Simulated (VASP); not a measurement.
# GaN (I-4m2) in VASP: a series of runs, part 2 of 2

VASP 6.6.1. Earlier steps stand in the parts before.

## 4. Single point, PBE (strain +0.0150 x Voigt [0, 0, 1, 0, 0, 0])

Input file INCAR:

```
  PREC = Accurate
  ENCUT = 520
  EDIFF = 1E-7
  ISMEAR = 0
  SIGMA = 0.05
  LREAL = False
  LASPH = True
  NELM = 100
  ALGO = Normal
  ISIF = 2
  LWAVE = False
  LCHARG = False
  GGA = PE
  NBANDS = 16
```

Input file KPOINTS:

```
Automatic mesh
0
Gamma
  10 10 10
```

Input file POSCAR:

```
GaN
1.0
    0.0000000000      2.2742384873      2.3083520646
    2.2742384873      0.0000000000      2.3083520646
    2.2742384873      2.2742384873      0.0000000000
Ga N
1 1
Direct
    0.0000000000      0.0000000000      0.0000000000
    0.7500000000      0.7500000000      0.7500000000
```

Potentials or basis: VASP PAW PBE potentials, release 64 (Ga_d, N).

On the command line:

```console
$ cat potpaw_PBE.64/Ga_d/POTCAR potpaw_PBE.64/N/POTCAR > POTCAR
$ mpirun -np 1 vasp_std > vasp.out
```

OUTCAR:

```text
PREC = Accurate
   ENCUT = 520
   EDIFF = 1E-7
   ISMEAR = 0
   LREAL = False
   LASPH = True
   NELM = 100
   ISIF = 2
   GGA = PE

 ion  position               nearest neighbor table
   1  0.000  0.000  0.000-   2 1.98   2 1.98   2 1.98   2 1.98
   2  0.750  0.750  0.750-   1 1.98   1 1.98   1 1.98   1 1.98

  LATTYP: Found a body centered tetragonal cell.
 ALAT       =     3.2162589128
 C/A-ratio  =     1.4354267658

  Lattice vectors:

 A1 = (  -2.2742384873,   0.0000000000,   2.3083520646)
 A2 = (   2.2742384873,   0.0000000000,   2.3083520646)
 A3 = (   0.0000000000,   2.2742384873,  -2.3083520646)

Analysis of symmetry for initial positions (statically):
=====================================================================
 Subroutine PRICEL returns:
 Original cell was already a primitive cell.

 Routine SETGRP: Setting up the symmetry group for a
 body centered tetragonal supercell.

 Subroutine GETGRP returns: Found  8 space group operations
 (whereof  8 operations were pure point group operations)
 out of a pool of 16 trial point group operations.

The static configuration has the point symmetry D_2d.
[... 160 lines left out ...]

 E-fermi :   5.1297     XC(G=0): -11.4423

 val. band max:        4.8542100023   @ k =   0.0000   0.0000   0.0000
 cond. band min:       6.2815098307   @ k =   0.0000   0.0000   0.0000
 fundamental gap:      1.4272998284
 Fermi energy:         5.1297254774

 k-point     1 :       0.0000    0.0000    0.0000
  band No.  band energies     occupation
      1     -10.7495      2.00000
      2      -8.5940      2.00000
      3      -8.5788      2.00000
      4      -8.5788      2.00000
      5      -8.3053      2.00000
      6      -8.3047      2.00000
[... 433 lines left out ...]
      3      -8.3842      2.00000
      4      -8.3836      2.00000
      5      -8.2550      2.00000
      6      -7.3622      2.00000
[... 8 lines left out ...]
     15      26.4971      0.00000
     16      26.9245      0.00000

 [... further k-points ...]

------------------------ aborting loop because EDIFF is reached ----------------------------------------

  FORCE on cell =-STRESS in cart. coord.  units (eV):
  Direction    XX          YY          ZZ          XY          YZ          ZX
  --------------------------------------------------------------------------------------
  -------------------------------------------------------------------------------------
  Total       -0.2611673     -0.2611673     -0.5435635      0.0000000      0.0000000      0.0000000
  in kB      -17.5236789    -17.5236789    -36.4717701      0.0000000      0.0000000      0.0000000
  external PRESSURE =     -23.8397093 kB  Pullay stress =       0.0000000 kB

 VOLUME and BASIS-vectors are now :
 -----------------------------------------------------------------------------
  energy-cutoff  :      520.00
  volume of cell :       23.88
      direct lattice vectors                 reciprocal lattice vectors
     0.000000000  2.274238487  2.308352065    -0.219853812  0.219853812  0.216604741
     2.274238487  0.000000000  2.308352065     0.219853812 -0.219853812  0.216604741
     2.274238487  2.274238487  0.000000000     0.219853812  0.219853812 -0.216604741

 POSITION                                       TOTAL-FORCE (eV/Angst)
 -----------------------------------------------------------------------------------
      0.00000      0.00000      0.00000         0.000000      0.000000      0.000000
      3.41136      3.41136      3.46253        -0.000000      0.000000     -0.000000
 -----------------------------------------------------------------------------------
    total drift:                               -0.000001     -0.000001     -0.000002

  FREE ENERGIE OF THE ION-ELECTRON SYSTEM (eV)
  ---------------------------------------------------
  free  energy   TOTEN  =       -12.1498135050 eV

  energy  without entropy=      -12.1498135050  energy(sigma->0) =      -12.14981351
```

OSZICAR:

```text
N       E                     dE             d eps       ncg     rms          rms(c)
DAV:   1     0.799041498124E+02    0.79904E+02   -0.93111E+03  3664   0.200E+03
DAV:   2    -0.840749278484E+01   -0.88312E+02   -0.81868E+02  3736   0.317E+02
DAV:   3    -0.140162987588E+02   -0.56088E+01   -0.55857E+01  3824   0.690E+01
DAV:   4    -0.140844291156E+02   -0.68130E-01   -0.68118E-01  4168   0.808E+00
DAV:   5    -0.140852981753E+02   -0.86906E-03   -0.86905E-03  3920   0.811E-01    0.757E+00
DAV:   6    -0.121542917176E+02    0.19310E+01   -0.49660E+00  4928   0.384E+01    0.269E+00
DAV:   7    -0.121577579640E+02   -0.34662E-02   -0.30086E-01  3632   0.674E+00    0.175E+00
DAV:   8    -0.121542087793E+02    0.35492E-02   -0.66991E-02  3696   0.317E+00    0.866E-01
DAV:   9    -0.121494699929E+02    0.47388E-02   -0.13824E-02  4920   0.251E+00    0.237E-01
DAV:  10    -0.121498981321E+02   -0.42814E-03   -0.13688E-03  3640   0.449E-01    0.126E-01
DAV:  11    -0.121498089411E+02    0.89191E-04   -0.24144E-04  4768   0.252E-01    0.106E-02
DAV:  12    -0.121498136857E+02   -0.47446E-05   -0.28091E-05  3736   0.478E-02    0.564E-03
DAV:  13    -0.121498135669E+02    0.11883E-06   -0.54885E-07  4208   0.123E-02    0.174E-03
DAV:  14    -0.121498135050E+02    0.61857E-07   -0.39403E-08  2792   0.256E-03
   1 F= -.12149814E+02 E0= -.12149814E+02  d E =-.367031E-17
```

Run time: 43 s. Hardware: 1 thread of Intel Xeon 8259CL, shared host; peak memory 0.16 GiB.

Results:

```
Free energy            : -12.1498 eV
Pressure               : -2.4 GPa
Band gap on the k mesh : 1.43 eV, direct
```

Stress tensor (GPa, compression positive):
```
-1.75  0.00  0.00
 0.00 -1.75  0.00
 0.00  0.00 -3.65
```

Levels at points of the mesh, in eV from the valence-band top:
```csv
k point,band 5,band 6,band 7,band 8,band 9,band 10,band 11,band 12,band 13,band 14
"(0.00, 0.00, 0.00)",-13.16,-13.16,-0.07,0.00,0.00,1.43,10.00,10.00,10.04,17.01
"(0.50, 0.00, 0.00)",-13.11,-11.91,-6.79,-0.99,-0.88,4.32,8.49,10.02,10.23,15.26
"(0.50, 0.50, 0.00)",-13.10,-11.53,-6.08,-2.51,-2.51,3.38,6.53,11.27,13.54,13.54
"(0.50, 0.00, 0.50)",-13.09,-11.45,-5.92,-2.62,-2.61,3.29,6.31,11.46,13.30,13.63
```

Caveat: the cell differs from its parent crystal (strain +0.0150 x Voigt [0, 0, 1, 0, 0, 0]).

## 5. Single point, PBE (strain +0.0450 x Voigt [0, 0, 1, 0, 0, 0])

Input file INCAR:

```
SYSTEM = GaN
  PREC = Accurate
  ENCUT = 520
  EDIFF = 1E-6
  ISMEAR = 0
  SIGMA = 0.05
  LREAL = .False.
  LASPH = .True.
  NELM = 60
  ALGO = Normal
  ISIF = 2
  LWAVE = .False.
  LCHARG = .False.
  GGA = PE
  NBANDS = 16
```

Input file KPOINTS:

```
regular mesh
0
Gamma
  10 10 10
  0 0 0
```

Input file POSCAR:

```
GaN
1.0
    0.0000000000      2.2742384873      2.3765792192
    2.2742384873      0.0000000000      2.3765792192
    2.2742384873      2.2742384873      0.0000000000
Ga N
1 1
Direct
    0.0000000000      0.0000000000      0.0000000000
    0.7500000000      0.7500000000      0.7500000000
```

On the command line:

```console
$ cat potpaw_PBE.64/Ga_d/POTCAR potpaw_PBE.64/N/POTCAR > POTCAR
$ mpirun -np 1 vasp_std > vasp.out
```

Wall time 42 s (1 thread of Intel Xeon 8259CL, shared host); peak memory 0.17 GiB.

Results (log left out):

```yaml
Free_energy: -12.1182 eV
Pressure: -6.8 GPa
Band_gap_on_the_k_mesh: 1.18 eV, direct
```

Stress tensor (GPa, compression positive):
```
 -4.80   0.00   0.00
  0.00  -4.80   0.00
  0.00   0.00 -10.79
```

Levels at points of the mesh, in eV from the valence-band top:
```
           k point  band 5  band 6  band 7  band 8  band 9  band 10  band 11  band 12  band 13  band 14
(0.00, 0.00, 0.00)  -13.23  -13.22   -0.21    0.00    0.00     1.18     9.76     9.76     9.88    16.58
(0.50, 0.00, 0.00)  -13.18  -11.96   -6.65   -1.11   -0.79     4.04     8.29     9.68    10.22    14.94
(0.50, 0.50, 0.00)  -13.18  -11.67   -6.21   -2.32   -2.32     3.44     6.57    10.82    13.28    13.28
(0.50, 0.00, 0.50)  -13.16  -11.46   -5.75   -2.63   -2.63     3.18     5.94    11.32    12.59    13.53
```

Caveat: the cell differs from its parent crystal (strain +0.0450 x Voigt [0, 0, 1, 0, 0, 0]).

## 6. Summary

| cell | gap on the mesh (eV) | pressure (GPa) |
| --- | --- | --- |
| a = 3.168, b = 3.168, c = 3.216 Å, angles 59.5, 59.5, 61.0°, 2 atoms | 1.65 | 5.6 |
| a = 3.192, b = 3.192, c = 3.216 Å, angles 59.8, 59.8, 60.5°, 2 atoms | 1.60 | 2.8 |
| a = 3.240, b = 3.240, c = 3.216 Å, angles 60.2, 60.2, 59.5°, 2 atoms | 1.43 | -2.4 |
| a = 3.289, b = 3.289, c = 3.216 Å, angles 60.7, 60.7, 58.5°, 2 atoms | 1.18 | -6.8 |

Alike in all rows: task single point; level PBE; potentials or basis VASP PAW PBE potentials, release 64 (Ga_d, N); no spin polarisation; k mesh 10 × 10 × 10; cutoff (eV) 520; smearing gaussian 0.05 eV.

Total energies depend on the potentials used, so only differences within one code and one set of settings carry meaning.
